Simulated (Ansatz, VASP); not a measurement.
# GaGe: VASP beside Ansatz

```
Ga Ge
1.0
     0.00000    2.81091    2.98478
     2.81091    0.00000    2.98478
     2.81091    2.81091    0.00000
Ga Ge
1 1
Direct
  0.75000 0.75000 0.75000
  0.00000 0.00000 0.00000
```

Change from the starting cell: strain -0.030 along x and y, +0.030 along z, atoms carried along.

Alike in both runs: task single point; functional PBE; k mesh 14 × 14 × 14; occupations gaussian, width 0.15 eV; no spin polarisation.

|  | VASP | Ansatz |
| --- | --- | --- |
| version | VASP 6.6.1 | Ansatz 0.2.0 |
| potentials or method | VASP PAW PBE potentials, release 64 (Ga_d, Ge_d), cutoff 520 eV | scalar-relativistic, plane waves, PAW |
| valence electrons in the cell | 27 | 27 |

```tsv
	VASP	Ansatz	Ansatz less VASP
gap on the k mesh at the Fermi level (eV)	none	none	-
pressure (GPa)	1.7	1.7	-0.02
traceless stress, the component that is largest in VASP (GPa)	0.37	0.37	-0.003
```

A gap of «none» marks a metal or a gap that the smearing closes. The functional is the same, so the differences come from potentials, cutoffs and numerics.
